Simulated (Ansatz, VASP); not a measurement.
# Two plane-wave programs on C

```
C
1.0
     0.00000    1.78350    1.78350
     1.78350    0.00000    1.78350
     1.78350    1.78350    0.00000
C
2
Direct
  0.00000 0.00000 0.00000
  0.25000 0.25000 0.25000
```

Alike in both runs: task relaxation of cell and atoms; functional PBEsol; k mesh 12 × 12 × 12; occupations gaussian, width 0.02 eV; no spin polarisation.

|  | VASP | Ansatz |
| --- | --- | --- |
| version | VASP 6.6.1 | Ansatz 0.2.0 |
| potentials or method | VASP PAW PBE potentials, release 64 (C), cutoff 600 eV | scalar-relativistic, plane waves, PAW |
| valence electrons in the cell | 8 | 8 |

|  | VASP | Ansatz | Ansatz less VASP |
| --- | --- | --- | --- |
| gap on the k mesh at the Fermi level, each at its own relaxed structure (eV) | 4.06 | 4.07 | +0.007 |
| relaxed volume (Å³/atom) | 5.62 | 5.61 | -0.005 |
| relaxed cell length with the largest relative difference (Å) | 2.514 | 2.513 | -0.0008 |

VASP's potentials were made for PBE, not for PBEsol.
